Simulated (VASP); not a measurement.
# CaO (R-3m) in VASP: notebook

Aim: see how the results for CaO move with the level of theory and the settings. Levels: PBE, r2SCAN. Tasks: single point.

All numbers are computed with VASP 6.6.1; they aren't measurements. Logs are shortened: lines on timing, memory, paths and dates and some standing lists are left out, and cuts for length are marked.

## (1) The cell of the first run

It takes space group R-3m (No. 166, trigonal). The conventional cell has a = 3.226 Å, b = 3.226 Å, c = 8.538 Å, α = 90.00°, β = 90.00°, γ = 120.00°. Ca (site symmetry -3m) has 6 O at 2.34 Å within 3.1 Å. Within 3.1 Å of O (site symmetry -3m) lie 6 Ca at 2.34 Å.

## (2) Single point, PBE (epitaxial 111 strain -4.9%)

Contents of INCAR:

```
SYSTEM = CaO
PREC = Accurate
ENCUT = 520
EDIFF = 1E-6
ISMEAR = -1
SIGMA = 0.02
LREAL = .FALSE.
LASPH = .TRUE.
NELM = 100
ALGO = Normal
ISIF = 2
LWAVE = .FALSE.
LCHARG = .FALSE.
GGA = PE
NBANDS = 15
```

Contents of KPOINTS:

```
Automatic mesh
0
G
  10 10 10
  0 0 0
```

Contents of POSCAR:

```
CaO
1.0
    0.1225927622      2.4033821821      2.4033821821
    2.4033821821      0.1225927622      2.4033821821
    2.4033821821      2.4033821821      0.1225927622
Ca O
1 1
Direct
    0.0000000000      0.0000000000      0.0000000000
    0.5000000000      0.5000000000      0.5000000000
```

Potentials or basis: VASP PAW PBE potentials, release 64 (Ca_sv, O).

Run with:

```
cat potpaw_PBE.64/Ca_sv/POTCAR potpaw_PBE.64/O/POTCAR > POTCAR
mpirun -np 1 vasp_std > vasp.out
```

OUTCAR:

```text
SYSTEM = CaO
   PREC = Accurate
   ENCUT = 520
   EDIFF = 1E-6
   ISMEAR = -1
   LREAL = .FALSE.
   LASPH = .TRUE.
   NELM = 100
   ISIF = 2
   GGA = PE

 ion  position               nearest neighbor table
   1  0.000  0.000  0.000-   2 2.34   2 2.34   2 2.34   2 2.34   2 2.34   2 2.34
   2  0.500  0.500  0.500-   1 2.34   1 2.34   1 2.34   1 2.34   1 2.34   1 2.34

  LATTYP: Found a trigonal (rhomboedric) cell.
 ALAT       =     3.4011058219
 COS(alpha) =     0.5502925421

  Lattice vectors:

 A1 = (   0.1225927622,   2.4033821821,   2.4033821821)
 A2 = (   2.4033821821,   0.1225927622,   2.4033821821)
 A3 = (   2.4033821821,   2.4033821821,   0.1225927622)

Analysis of symmetry for initial positions (statically):
=====================================================================
 Subroutine PRICEL returns:
 Original cell was already a primitive cell.

 Routine SETGRP: Setting up the symmetry group for a
 trigonal (rhombohedral) supercell.

 Subroutine GETGRP returns: Found 12 space group operations
 (whereof 12 operations were pure point group operations)
 out of a pool of 12 trial point group operations.

The static configuration has the point symmetry D_3d.

Analysis of symmetry for dynamics (positions and initial velocities):
=====================================================================
 Subroutine PRICEL returns:
 Original cell was already a primitive cell.

 Routine SETGRP: Setting up the symmetry group for a
 trigonal (rhombohedral) supercell.

 Subroutine GETGRP returns: Found 12 space group operations
 (whereof 12 operations were pure point group operations)
 out of a pool of 12 trial point group operations.

The dynamic configuration has the point symmetry D_3d.

 Subroutine INISYM returns: Found 12 space group operations
 (whereof 12 operations are pure point group operations),
 and found     1 'primitive' translations

----------------------------------------------------------------------------------------

                                     Primitive cell

  volume of cell :      25.6425

  direct lattice vectors                    reciprocal lattice vectors
     0.122592762  2.403382182  2.403382182    -0.224674387  0.213770299  0.213770299
     2.403382182  0.122592762  2.403382182     0.213770299 -0.224674387  0.213770299
     2.403382182  2.403382182  0.122592762     0.213770299  0.213770299 -0.224674387

  length of vectors
     3.401105822  3.401105822  3.401105822     0.376661733  0.376661733  0.376661733

  position of ions in fractional coordinates (direct lattice)
     0.000000000  0.000000000  0.000000000
     0.500000000  0.500000000  0.500000000

  ion indices of the primitive-cell ions
   primitive index   ion index
                 1           1
                 2           2

----------------------------------------------------------------------------------------

 KPOINTS: Automatic mesh

Automatic generation of k-mesh.
 Grid dimensions read from file:
 generate k-points for:   10   10   10

 Generating k-lattice:

  Cartesian coordinates                     Fractional coordinates (reciprocal lattice)
    -0.022467439  0.021377030  0.021377030     0.100000000  0.000000000  0.000000000
     0.021377030 -0.022467439  0.021377030     0.000000000  0.100000000  0.000000000
     0.021377030  0.021377030 -0.022467439     0.000000000  0.000000000  0.100000000

  Length of vectors
     0.037666173  0.037666173  0.037666173

  Shift w.r.t. Gamma in fractional coordinates (k-lattice)
     0.000000000  0.000000000  0.000000000

 Subroutine IBZKPT returns following result:
 ===========================================

 Found    116 irreducible k-points:

 Following reciprocal coordinates:
            Coordinates               Weight
  0.000000  0.000000  0.000000      1.000000
  0.100000 -0.000000 -0.000000      6.000000
  0.200000 -0.000000 -0.000000      6.000000
  0.300000  0.000000  0.000000      6.000000
  0.400000  0.000000  0.000000      6.000000
  0.500000 -0.000000  0.000000      3.000000
[... 16 lines left out ...]
  0.300000  0.300000  0.000000      6.000000
  0.400000  0.300000 -0.000000     12.000000
 [... further k-points ...]
   k-points           NKPTS =    116   k-points in BZ     NKDIM =    116   number of bands    NBANDS=     15
   number of dos      NEDOS =    301   number of ions     NIONS =      2
   total plane-waves  NPLWV =  21952
   dimension x,y,z NGX =    28 NGY =   28 NGZ =   28
   dimension x,y,z NGXF=    56 NGYF=   56 NGZF=   56
   ions per type =               1   1
   NGX,Y,Z   is equivalent  to a cutoff of  13.69, 13.69, 13.69 a.u.
   NGXF,Y,Z  is equivalent  to a cutoff of  27.37, 27.37, 27.37 a.u.
 SYSTEM =  CaO
   PREC   = accura    normal or accurate (medium, high low for compatibility)
   ISTART =      0    job   : 0-new  1-cont  2-samecut
   ICHARG =      2    charge: 1-file 2-atom 10-const
   ISPIN  =      1    spin polarized calculation?
   LNONCOLLINEAR =      F non collinear calculations
   LSORBIT =      F    spin-orbit coupling
   LASPH  =      T    aspherical Exc in radial PAW
   ENCUT  =  520.0 eV  38.22 Ry    6.18 a.u.   6.32  6.32  6.32*2*pi/ulx,y,z
   NELM   =    100;   NELMIN=  2; NELMDL= -5     # of ELM steps
   EDIFF  = 0.1E-05   stopping-criterion for ELM
   LREAL  =      F    real-space projection
   EDIFFG = 0.1E-04   stopping-criterion for IOM
   NSW    =      0    number of steps for IOM
   IBRION =     -1    ionic relax: 0-MD 1-quasi-New 2-CG
   NFREE  =      0    steps in history (QN), initial steepest desc. (CG)
   ISIF   =      2    stress and relaxation
   ISYM   =      2    0-nonsym 1-usesym 2-fastsym
   POTIM  = 0.5000    time-step for ionic-motion
   TEBEG  =    0.0;   TEEND  =   0.0 temperature during run
   PSTRESS=    0.0 pullay stress
   NELECT =      16.0000    total number of electrons
   NUPDOWN=      -1.0000    fix difference up-down
   EMIN   =  10.00;   EMAX   =-10.00  energy-range for DOS
   EFERMI =   0.00;   METHOD = LEGACY
   ISMEAR =    -1;   SIGMA  =   0.02  broadening in eV -4-tet -1-fermi 0-gaus
   EFERMI_NEDOS =   21; number of points for ismear=-14 and -15
   IALGO  =     38    algorithm
   IMIX   =      4    mixing-type and parameters
     AMIX     =   0.40;   BMIX     =  1.00
     AMIX_MAG =   1.60;   BMIX_MAG =  1.00
  volume/ion in A,a.u.               =      12.82        86.52
  Fermi-wavevector in a.u.,A,eV,Ry     =   1.398926  2.643586 26.626502  1.956993
  Thomas-Fermi vector in A             =   2.522036
   LORBIT       =      0    0 simple, 1 ext, 2 COOP (PROOUT), +10 PAW based schemes
   GGA     = PE    functional components
   LHFCALC =     F    Hartree Fock is set to
   AEXX    =    0.0000 exact exchange contribution
   IVDW    =     0    specifies the selected vdW correction
   LEPSILON=     F    determine dielectric tensor
   LRPA    =     F    only Hartree local field effects (RPA)
 non-spin polarized calculation
  energy-cutoff  :      520.00
  volume of cell :       25.64
 maximum number of plane-waves:       704
 NGX is ok and might be reduce to    28
   NGX = 13   NGY = 13   NGZ = 13

 number of electron      16.0000003 magnetization

 Free energy of the ion-electron system (eV)
  ---------------------------------------------------
  ext. energy  EPLUGINS =         0.00000000
  ---------------------------------------------------
  free energy    TOTEN  =       -12.64855846 eV

  energy without entropy =      -12.64855846  energy(sigma->0) =      -12.64855846

 E-fermi :   3.3078     XC(G=0): -10.8724

 val. band max:        2.9538483968   @ k =   0.0000   0.0000   0.0000
 cond. band min:       6.4002074087   @ k =   0.5000   0.5000  -0.0000
 fundamental gap:      3.4463590119
 Fermi energy:         3.3077576548

 k-point     1 :       0.0000    0.0000    0.0000
  band No.  band energies     occupation
      1     -34.5471      2.00000
      2     -15.2569      2.00000
      3     -15.2234      2.00000
      4     -15.2234      2.00000
      5     -12.8482      2.00000
      6       2.6671      2.00000
      7       2.9538      2.00000
      8       2.9538      2.00000
      9       7.9618      0.00000
     10       8.9637      0.00000
     11       9.4356      0.00000
     12       9.4356      0.00000
     13      10.9335      0.00000
     14      10.9335      0.00000
     15      18.4333      0.00000

 k-point     2 :       0.1000   -0.0000   -0.0000
  band No.  band energies     occupation
      1     -34.5318      2.00000
      2     -15.4400      2.00000
      3     -15.2571      2.00000
      4     -15.2342      2.00000
      5     -12.6355      2.00000
      6       2.4609      2.00000
      7       2.5946      2.00000
      8       2.7967      2.00000
      9       8.3378      0.00000
     10       9.2839      0.00000
     11       9.3605      0.00000
     12       9.6392      0.00000
     13      11.1997      0.00000
     14      11.2019      0.00000
     15      18.9325      0.00000

 k-point     3 :       0.2000   -0.0000   -0.0000
  band No.  band energies     occupation
      1     -34.4917      2.00000
      2     -15.8875      2.00000
      3     -15.2669      2.00000
      4     -15.2621      2.00000
      5     -12.1875      2.00000
      6       1.6965      2.00000
      7       2.0933      2.00000
      8       2.4219      2.00000
      9       9.1025      0.00000
     10       9.3438      0.00000
     11      10.1781      0.00000
     12      10.2092      0.00000
     13      11.8881      0.00000
     14      11.8942      0.00000
     15      19.7497      0.00000

 k-point     4 :       0.3000    0.0000    0.0000
  band No.  band energies     occupation
      1     -34.4414      2.00000
      2     -16.3275      2.00000
      3     -15.2962      2.00000
      4     -15.2783      2.00000
      5     -11.7441      2.00000
      6       0.8391      2.00000
      7       1.6341      2.00000
      8       2.0141      2.00000
      9       9.4320      0.00000
     10      10.1428      0.00000
     11      11.0038      0.00000
     12      11.2553      0.00000
     13      12.7480      0.00000
     14      12.7683      0.00000
     15      19.4887      0.00000
[... 307 lines left out ...]
 k-point    22 :      -0.2000    0.2000    0.0000
  band No.  band energies     occupation
      1     -34.4229      2.00000
      2     -16.2805      2.00000
      3     -15.4620      2.00000
      4     -15.2583      2.00000
      5     -11.7877      2.00000
      6       0.7853      2.00000
      7       1.5244      2.00000
      8       2.2588      2.00000
      9       9.0591      0.00000
     10      10.0546      0.00000
     11      10.8854      0.00000
     12      11.7469      0.00000
     13      13.0470      0.00000
     14      13.3310      0.00000
     15      19.8796      0.00000

 k-point    23 :       0.3000    0.3000    0.0000
  band No.  band energies     occupation
      1     -34.4196      2.00000
      2     -16.0433      2.00000
      3     -15.4483      2.00000
      4     -15.4059      2.00000
      5     -12.1736      2.00000
      6       1.0035      2.00000
      7       2.3916      2.00000
      8       2.6249      2.00000
      9       7.1523      0.00000
     10      10.5208      0.00000
     11      11.6528      0.00000
     12      11.6561      0.00000
     13      11.9220      0.00000
     14      13.9615      0.00000
     15      21.1303      0.00000

 k-point    24 :       0.4000    0.3000   -0.0000
  band No.  band energies     occupation
      1     -34.3893      2.00000
      2     -16.1152      2.00000
      3     -15.5000      2.00000
      4     -15.4562      2.00000
      5     -12.1959      2.00000
      6       1.1079      2.00000
      7       2.2381      2.00000
      8       2.3895      2.00000
      9       7.1548      0.00000
     10      11.0724      0.00000
     11      11.9591      0.00000
     12      12.0463      0.00000
     13      12.3849      0.00000
     14      14.3999      0.00000
     15      19.6295      0.00000

 [... further k-points ...]
[... 5 lines left out ...]
  --------------------------------------------------------------------------------------
  -------------------------------------------------------------------------------------
  Total        2.0378522      2.0378522      2.0378522     -0.7258696     -0.7258696     -0.7258696
  in kB      127.3276146    127.3276146    127.3276146    -45.3532594    -45.3532594    -45.3532594
  external PRESSURE =     127.3276146 kB  Pullay stress =       0.0000000 kB

 VOLUME and BASIS-vectors are now :
 -----------------------------------------------------------------------------
  energy-cutoff  :      520.00
  volume of cell :       25.64
      direct lattice vectors                 reciprocal lattice vectors
     0.122592762  2.403382182  2.403382182    -0.224674387  0.213770299  0.213770299
     2.403382182  0.122592762  2.403382182     0.213770299 -0.224674387  0.213770299
     2.403382182  2.403382182  0.122592762     0.213770299  0.213770299 -0.224674387

 POSITION                                       TOTAL-FORCE (eV/Angst)
 -----------------------------------------------------------------------------------
      0.00000      0.00000      0.00000        -0.000000      0.000000     -0.000000
      2.46468      2.46468      2.46468         0.000000     -0.000000      0.000000
 -----------------------------------------------------------------------------------
    total drift:                                0.000000      0.000000      0.000000

  FREE ENERGIE OF THE ION-ELECTRON SYSTEM (eV)
  ---------------------------------------------------
  free  energy   TOTEN  =       -12.6485584644 eV

  energy  without entropy=      -12.6485584644  energy(sigma->0) =      -12.64855846
```

It took 20 s on 1 thread of Intel Xeon 6975P-C (Granite Rapids), shared host; peak memory 0.19 GiB.

What came out:

```yaml
Free_energy: -12.6486 eV
Pressure: 12.7 GPa
Band_gap_on_the_k_mesh: 3.45 eV (least direct gap 3.79 eV)
```

Caveat: the cell differs from its parent crystal (epitaxial 111 strain -4.9%); the cell stands under pressure. A k mesh can miss the band edges.

## (3) Single point, r2SCAN (epitaxial 111 strain -4.9%)

POSCAR is that of step 2.

Contents of INCAR.step1:

```
PREC = Accurate
ENCUT = 520
ISMEAR = 0
SIGMA = 0.01
LREAL = False
LASPH = True
NELM = 100
NBANDS = 15
GGA = PE
ALGO = Normal
EDIFF = 1E-4
LWAVE = True
LCHARG = False
```

Contents of INCAR.step2:

```
PREC = Accurate
ENCUT = 520
EDIFF = 1E-6
ISMEAR = 0
SIGMA = 0.01
LREAL = False
LASPH = True
NELM = 100
ALGO = Normal
ISIF = 2
LWAVE = False
LCHARG = True
METAGGA = R2SCAN
LMIXTAU = True
LELF = True
LVHAR = True
NBANDS = 15
ISTART = 1
```

Contents of KPOINTS:

```
Automatic mesh
0
Gamma
  10 10 10
```

Potentials or basis: VASP PAW PBE potentials, release 64 (Ca_sv, O).

Run with:

```
cat potpaw_PBE.64/Ca_sv/POTCAR potpaw_PBE.64/O/POTCAR > POTCAR
cp INCAR.step1 INCAR
mpirun -np 1 vasp_std > vasp.out
cp INCAR.step2 INCAR
mpirun -np 1 vasp_std > vasp.out
```

Run time: 92 s. Hardware: 1 thread of Intel Xeon 6975P-C (Granite Rapids), shared host; peak memory 0.19 GiB.

The run converged. Its results:

| Property | Result |
| --- | --- |
| Free energy | -19.3248 eV |
| Pressure | 10.9 GPa |
| Band gap on the k mesh | 4.00 eV (least direct gap 4.34 eV) |

Stress tensor (GPa, compression positive):
```
10.94 -4.69 -4.69
-4.69 10.94 -4.69
-4.69 -4.69 10.94
```

Levels at points of the mesh, in eV from the valence-band top:
```
           k point  band 4  band 5  band 6  band 7  band 8  band 9  band 10  band 11  band 12  band 13
(0.00, 0.00, 0.00)  -18.72  -16.74   -0.29    0.00    0.00    5.69     6.68     7.11     7.11     8.70
(0.50, 0.00, 0.00)  -18.78  -15.11   -2.92   -1.77   -1.34    7.71     9.34     9.74     9.79    11.72
(0.50, 0.50, 0.00)  -19.00  -16.52   -1.38   -0.57   -0.34    4.00     9.14     9.87    10.59    10.66
(0.50, 0.50, 0.50)  -18.76  -15.02   -2.91   -1.17   -1.17    7.69     9.02     9.02     9.83    11.57
```

Caveat: the cell differs from its parent crystal (epitaxial 111 strain -4.9%); the cell stands under pressure; the PAW data sets were made with another functional, which shifts forces and pressure a little.
